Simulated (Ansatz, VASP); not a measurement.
# Tl: VASP beside Ansatz

```
Tl
1.0
     3.45600   -0.12960    0.00000
    -1.84024    3.05778    0.00000
     0.00000    0.00000    5.52500
Tl
2
Cartesian
  -0.0748 1.9953 1.3813
  1.6906 0.9329 4.1438
```

Change from the starting cell: strain -0.0750 x Voigt [0, 0, 0, 0, 0, 1], atoms carried along.

Alike in both runs: task single point; functional PBE; k mesh 18 × 18 × 10; occupations gaussian, width 0.15 eV; no spin polarisation.

```csv
,VASP,Ansatz
version,VASP 6.6.1,Ansatz 0.2.0
potentials or method,"VASP PAW PBE potentials, release 64 (Tl_d), cutoff 520 eV","scalar-relativistic, plane waves, PAW"
valence electrons in the cell,26,26
```

```csv
,VASP,Ansatz,Ansatz less VASP
gap on the k mesh at the Fermi level (eV),none,none,-
pressure (GPa),3.3,3.4,+0.05
"traceless stress, the component that is largest in VASP (GPa)",0.76,0.76,-0.001
rms of the force components (eV/Å),0.039,0.038,-0.0001
```

Atom by atom the forces differ by 0.000 eV/Å (rms over components). A gap of «none» marks a metal or a gap that the smearing closes.

Neither program's run includes spin-orbit coupling.
